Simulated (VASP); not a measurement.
# BP (F-43m) in VASP: a series of runs

BP is run at these levels: PBE; tasks: relaxation of cell and atoms.

Everything below comes from runs of VASP 6.6.1. Logs are shortened: lines on timing, memory, paths and dates and some standing lists are left out, and cuts for length are marked.

## (1) The cell of the first run

Symmetry: F-43m, No. 216, cubic system. Conventional cell: a = 4.538 Å, b = 4.538 Å, c = 4.538 Å, α = 90.00°, β = 90.00°, γ = 90.00°. B (site symmetry -43m) has 4 P at 1.97 Å within 2.6 Å. P (site symmetry -43m) has 4 B at 1.97 Å within 2.6 Å.

## (2) Relaxation of cell and atoms, PBE, target pressure 5 GPa, at which the enthalpy is minimised

Contents of INCAR:

```
SYSTEM = BP
PREC = Accurate ; ENCUT = 500
EDIFF = 1E-7 ; ISMEAR = 0
SIGMA = 0.01 ; LREAL = .FALSE.
LASPH = .TRUE. ; NELM = 120
ALGO = Normal ; ISIF = 3
LWAVE = .FALSE. ; LCHARG = .FALSE.
GGA = PE ; IBRION = 2
NSW = 80 ; EDIFFG = -0.02
PSTRESS = 50.0 ; GGA_COMPAT = .FALSE.
NELMIN = 4
```

Contents of KPOINTS:

```
Automatic mesh
0
G
  8 8 8
  0 0 0
```

Contents of POSCAR:

```
BP
1.0
    0.0000000000      2.2690000000      2.2690000000
    2.2690000000      0.0000000000      2.2690000000
    2.2690000000      2.2690000000      0.0000000000
B P
1 1
Direct
    0.0000000000      0.0000000000      0.0000000000
    0.7500000000      0.7500000000      0.7500000000
```

Potentials or basis: VASP PAW PBE potentials, release 64 (B, P).

Started as:

```bash
$ cat potpaw_PBE.64/B/POTCAR potpaw_PBE.64/P/POTCAR > POTCAR
$ mpirun -np 1 vasp_std > vasp.out
```

OUTCAR:

```text
SYSTEM = BP
   PREC = Accurate
   ENCUT = 500
   EDIFF = 1E-7
   ISMEAR = 0
   LREAL = .FALSE.
   LASPH = .TRUE.
   NELM = 120
   ISIF = 3
   GGA = PE
   IBRION = 2
   NSW = 80
   EDIFFG = -0.02
   PSTRESS = 50.0
   NELMIN = 4

 ion  position               nearest neighbor table
   1  0.000  0.000  0.000-   2 1.97   2 1.97   2 1.97   2 1.97
   2  0.750  0.750  0.750-   1 1.97   1 1.97   1 1.97   1 1.97

  LATTYP: Found a face centered cubic cell.
 ALAT       =     4.5380000000

  Lattice vectors:

 A1 = (   0.0000000000,   2.2690000000,   2.2690000000)
 A2 = (   2.2690000000,   0.0000000000,   2.2690000000)
 A3 = (   2.2690000000,   2.2690000000,   0.0000000000)

Analysis of symmetry for initial positions (statically):
=====================================================================
 Subroutine PRICEL returns:
 Original cell was already a primitive cell.

 Routine SETGRP: Setting up the symmetry group for a
 face centered cubic supercell.

 Subroutine GETGRP returns: Found 24 space group operations
 (whereof 24 operations were pure point group operations)
 out of a pool of 48 trial point group operations.

The static configuration has the point symmetry T_d .

Analysis of symmetry for dynamics (positions and initial velocities):
=====================================================================
 Subroutine PRICEL returns:
 Original cell was already a primitive cell.

 Routine SETGRP: Setting up the symmetry group for a
 face centered cubic supercell.

 Subroutine GETGRP returns: Found 24 space group operations
 (whereof 24 operations were pure point group operations)
 out of a pool of 48 trial point group operations.

The dynamic configuration has the point symmetry T_d .

 Subroutine INISYM returns: Found 24 space group operations
 (whereof 24 operations are pure point group operations),
 and found     1 'primitive' translations

----------------------------------------------------------------------------------------

                                     Primitive cell

  volume of cell :      23.3633

  direct lattice vectors                    reciprocal lattice vectors
     0.000000000  2.269000000  2.269000000    -0.220361393  0.220361393  0.220361393
     2.269000000  0.000000000  2.269000000     0.220361393 -0.220361393  0.220361393
     2.269000000  2.269000000  0.000000000     0.220361393  0.220361393 -0.220361393

  length of vectors
     3.208850573  3.208850573  3.208850573     0.381677128  0.381677128  0.381677128

  position of ions in fractional coordinates (direct lattice)
     0.000000000  0.000000000  0.000000000
     0.750000000  0.750000000  0.750000000

  ion indices of the primitive-cell ions
   primitive index   ion index
                 1           1
                 2           2

----------------------------------------------------------------------------------------

 KPOINTS: Automatic mesh

Automatic generation of k-mesh.
 Grid dimensions read from file:
 generate k-points for:    8    8    8

 Generating k-lattice:

  Cartesian coordinates                     Fractional coordinates (reciprocal lattice)
    -0.027545174  0.027545174  0.027545174     0.125000000  0.000000000  0.000000000
     0.027545174 -0.027545174  0.027545174     0.000000000  0.125000000  0.000000000
     0.027545174  0.027545174 -0.027545174     0.000000000  0.000000000  0.125000000

  Length of vectors
     0.047709641  0.047709641  0.047709641

  Shift w.r.t. Gamma in fractional coordinates (k-lattice)
     0.000000000  0.000000000  0.000000000

 Subroutine IBZKPT returns following result:
 ===========================================

 Found     29 irreducible k-points:

 Following reciprocal coordinates:
            Coordinates               Weight
  0.000000  0.000000  0.000000      1.000000
  0.125000  0.000000  0.000000      8.000000
  0.250000  0.000000  0.000000      8.000000
  0.375000  0.000000  0.000000      8.000000
  0.500000  0.000000  0.000000      4.000000
  0.125000  0.125000  0.000000      6.000000
[... 16 lines left out ...]
  0.500000  0.250000  0.125000     48.000000
 -0.375000  0.250000  0.125000     24.000000
 [... further k-points ...]
   k-points           NKPTS =     29   k-points in BZ     NKDIM =     29   number of bands    NBANDS=      8
   number of dos      NEDOS =    301   number of ions     NIONS =      2
   total plane-waves  NPLWV =  13824
   dimension x,y,z NGX =    24 NGY =   24 NGZ =   24
   dimension x,y,z NGXF=    48 NGYF=   48 NGZF=   48
   ions per type =               1   1
   NGX,Y,Z   is equivalent  to a cutoff of  12.43, 12.43, 12.43 a.u.
   NGXF,Y,Z  is equivalent  to a cutoff of  24.87, 24.87, 24.87 a.u.
 SYSTEM =  BP
   PREC   = accura    normal or accurate (medium, high low for compatibility)
   ISTART =      0    job   : 0-new  1-cont  2-samecut
   ICHARG =      2    charge: 1-file 2-atom 10-const
   ISPIN  =      1    spin polarized calculation?
   LNONCOLLINEAR =      F non collinear calculations
   LSORBIT =      F    spin-orbit coupling
   LASPH  =      T    aspherical Exc in radial PAW
   ENCUT  =  500.0 eV  36.75 Ry    6.06 a.u.   5.85  5.85  5.85*2*pi/ulx,y,z
   NELM   =    120;   NELMIN=  4; NELMDL= -5     # of ELM steps
   EDIFF  = 0.1E-06   stopping-criterion for ELM
   LREAL  =      F    real-space projection
   EDIFFG = -.2E-01   stopping-criterion for IOM
   NSW    =     80    number of steps for IOM
   IBRION =      2    ionic relax: 0-MD 1-quasi-New 2-CG
   NFREE  =      1    steps in history (QN), initial steepest desc. (CG)
   ISIF   =      3    stress and relaxation
   ISYM   =      2    0-nonsym 1-usesym 2-fastsym
   POTIM  = 0.5000    time-step for ionic-motion
   TEBEG  =    0.0;   TEEND  =   0.0 temperature during run
   PSTRESS=   50.0 pullay stress
   NELECT =       8.0000    total number of electrons
   NUPDOWN=      -1.0000    fix difference up-down
   EMIN   =  10.00;   EMAX   =-10.00  energy-range for DOS
   EFERMI =   0.00;   METHOD = LEGACY
   ISMEAR =     0;   SIGMA  =   0.01  broadening in eV -4-tet -1-fermi 0-gaus
   EFERMI_NEDOS =   21; number of points for ismear=-14 and -15
   IALGO  =     38    algorithm
   IMIX   =      4    mixing-type and parameters
     AMIX     =   0.40;   BMIX     =  1.00
     AMIX_MAG =   1.60;   BMIX_MAG =  1.00
  volume/ion in A,a.u.               =      11.68        78.83
  Fermi-wavevector in a.u.,A,eV,Ry     =   1.145320  2.164342 17.847562  1.311759
  Thomas-Fermi vector in A             =   2.282009
   LORBIT       =      0    0 simple, 1 ext, 2 COOP (PROOUT), +10 PAW based schemes
   GGA     = PE    functional components
   LHFCALC =     F    Hartree Fock is set to
   AEXX    =    0.0000 exact exchange contribution
   IVDW    =     0    specifies the selected vdW correction
   LEPSILON=     F    determine dielectric tensor
   LRPA    =     F    only Hartree local field effects (RPA)
 conjugate gradient relaxation of ions
 non-spin polarized calculation
 Gauss-broadening in eV      SIGMA  =   0.01
  energy-cutoff  :      500.00
  volume of cell :       23.36
 maximum number of plane-waves:       609
   NGX = 11   NGY = 11   NGZ = 11

--------------------------------------- Ionic step        1  -------------------------------------------

 number of electron       8.0000000 magnetization

 Free energy of the ion-electron system (eV)
  ---------------------------------------------------
  ext. energy  EPLUGINS =         0.00000000
  ---------------------------------------------------
  free energy    TOTEN  =       -12.92828060 eV

  energy without entropy =      -12.92828060  energy(sigma->0) =      -12.92828060

------------------------ aborting loop because EDIFF is reached ----------------------------------------

  FORCE on cell =-STRESS in cart. coord.  units (eV):
  Direction    XX          YY          ZZ          XY          YZ          ZX
  --------------------------------------------------------------------------------------
  -------------------------------------------------------------------------------------
  Total        0.1346028      0.1346028      0.1346028     -0.0000000     -0.0000000      0.0000000
  in kB        9.2306278      9.2306278      9.2306278     -0.0000000     -0.0000000      0.0000000
  external PRESSURE =     -40.7693722 kB  Pullay stress =      50.0000000 kB
[... 61 lines left out ...]
  enthalpy is  TOTEN    =       -12.2011948077 eV   P V=        0.6981904609

--------------------------------------- Ionic step        3  -------------------------------------------

 number of electron       8.0000001 magnetization

 Free energy of the ion-electron system (eV)
  ---------------------------------------------------
  ext. energy  EPLUGINS =         0.00000000
  ---------------------------------------------------
  free energy    TOTEN  =       -12.91836978 eV

  energy without entropy =      -12.91836978  energy(sigma->0) =      -12.91836978

 E-fermi :   7.8236     XC(G=0): -11.0086

 val. band max:        7.7148548321   @ k =   0.0000   0.0000   0.0000
 cond. band min:       8.9548821610   @ k =   0.3750   0.3750   0.0000
 fundamental gap:      1.2400273289
 Fermi energy:         7.8236055734

 k-point     1 :       0.0000    0.0000    0.0000
  band No.  band energies     occupation
      1      -7.9578      2.00000
      2       7.7149      2.00000
      3       7.7149      2.00000
      4       7.7149      2.00000
      5      11.1509      0.00000
      6      11.1509      0.00000
      7      11.1509      0.00000
      8      15.4509      0.00000
[... 243 lines left out ...]
 k-point    24 :      -0.3750    0.2500    0.1250
  band No.  band energies     occupation
      1      -3.8693      2.00000
      2      -0.8823      2.00000
      3       3.1143      2.00000
      4       4.5290      2.00000
      5      11.9083      0.00000
      6      12.9950      0.00000
      7      16.1765      0.00000
      8      17.6536      0.00000

 [... further k-points ...]

------------------------ aborting loop because EDIFF is reached ----------------------------------------

  FORCE on cell =-STRESS in cart. coord.  units (eV):
  Direction    XX          YY          ZZ          XY          YZ          ZX
  --------------------------------------------------------------------------------------
  -------------------------------------------------------------------------------------
  Total        0.7118464      0.7118464      0.7118464      0.0000000      0.0000000     -0.0000000
  in kB       49.9805968     49.9805968     49.9805968      0.0000000      0.0000000     -0.0000000
  external PRESSURE =      -0.0194032 kB  Pullay stress =      50.0000000 kB
[... 17 lines left out ...]
  FREE ENERGIE OF THE ION-ELECTRON SYSTEM (eV)
  ---------------------------------------------------
  free  energy   TOTEN  =       -12.9183697832 eV

  energy  without entropy=      -12.9183697832  energy(sigma->0) =      -12.91836978

  enthalpy is  TOTEN    =       -12.2062470388 eV   P V=        0.7121227445

 reached required accuracy - stopping structural energy minimisation
```

Wall time 9.9 s (1 thread of AMD EPYC 7R13 (Zen 3), shared host); peak memory 0.1 GiB.

What came out:

```
Free energy                                                : -12.9184 eV
Relaxed volume                                             : 11.41 Å³/atom
Relaxed cell                                               : a = 3.184 Å, b = 3.184 Å, c = 3.184 Å, α = 60.00°, β = 60.00°, γ = 60.00°
Space group after relaxing (to 0.1 Å)                      : F-43m (No. 216)
Energy change on relaxing (the run minimises the enthalpy) : +5.0 meV/atom
Ionic steps                                                : 3
Pressure after relaxing                                    : 5.0 GPa
Band gap on the k mesh                                     : 1.24 eV (least direct gap 3.44 eV)
```

Step by step:
```tsv
step	energy change (eV)	largest force (eV/Å)	pressure (GPa)	volume (Å³)
1	0.0000	0.0000	0.92	23.36
2	0.0289	0.0000	8.70	22.37
3	0.0099	0.0000	5.00	22.82
```

Final structure:
```xyz
2
Lattice="0.0000 2.2512 2.2512 2.2512 0.0000 2.2512 2.2512 2.2512 0.0000" Properties=species:S:1:pos:R:3 pbc="T T T"
B     0.0000    0.0000    0.0000
P     3.3769    3.3769    3.3769
```

Caveat: the cell is relaxed towards a set pressure, so the run minimises the enthalpy, not the energy.

## (3) Relaxation of cell and atoms, PBE, target pressure 10 GPa, at which the enthalpy is minimised

Contents of INCAR:

```
PREC = Accurate
ENCUT = 500
EDIFF = 1E-7
ISMEAR = 0
SIGMA = 0.01
LREAL = False
LASPH = True
NELM = 120
ALGO = Normal
ISIF = 3
LWAVE = False
LCHARG = False
GGA = PE
IBRION = 2
NSW = 80
EDIFFG = -0.02
PSTRESS = 100.0
GGA_COMPAT = False
NELMIN = 4
```

Contents of KPOINTS:

```
Automatic mesh
0
Gamma
  8 8 8
```

POSCAR is that of step 2.

Potentials or basis: VASP PAW PBE potentials, release 64 (B, P).

Started as:

```bash
$ cat potpaw_PBE.64/B/POTCAR potpaw_PBE.64/P/POTCAR > POTCAR
$ mpirun -np 1 vasp_std > vasp.out
```

Wall time 10 s (1 thread of AMD EPYC 7R13 (Zen 3), shared host); peak memory 0.1 GiB.

The run converged. Its results:

| Quantity | Value |
| --- | --- |
| Free energy | -12.8912 eV |
| Relaxed volume | 11.12 Å³/atom |
| Relaxed cell | a = 3.156 Å, b = 3.156 Å, c = 3.156 Å, α = 60.00°, β = 60.00°, γ = 60.00° |
| Space group after relaxing (to 0.1 Å) | F-43m (No. 216) |
| Energy change on relaxing (the run minimises the enthalpy) | +18.5 meV/atom |
| Ionic steps | 3 |
| Pressure after relaxing | 9.9 GPa |
| Band gap on the k mesh | 1.21 eV (least direct gap 3.48 eV) |

The path:
```csv
step,energy change (eV),largest force (eV/Å),pressure (GPa),volume (Å³)
1,0.0000,0.0000,0.92,23.36
2,0.1334,0.0000,20.24,21.20
3,0.0371,0.0000,9.93,22.23
```

Final structure:
```
B P
1.0
     0.00000    2.23176    2.23176
     2.23176    0.00000    2.23176
     2.23176    2.23176    0.00000
B P
1 1
Direct
  0.00000 0.00000 0.00000
  0.75000 0.75000 0.75000
```

Levels at points of the mesh, in eV from the valence-band top:
```tsv
k point	band 1	band 2	band 3	band 4	band 5	band 6	band 7	band 8
(0.00, 0.00, 0.00)	-15.91	0.00	0.00	0.00	3.48	3.48	3.48	8.14
(0.50, 0.00, 0.00)	-12.39	-9.40	-1.82	-1.82	4.08	4.74	4.74	10.30
(0.50, 0.50, 0.00)	-10.79	-8.84	-4.30	-4.30	1.23	1.61	12.59	12.59
```

Caveat: the cell is relaxed towards a set pressure, so the run minimises the enthalpy, not the energy. As with any semilocal functional, this PBE gap is likely too small.
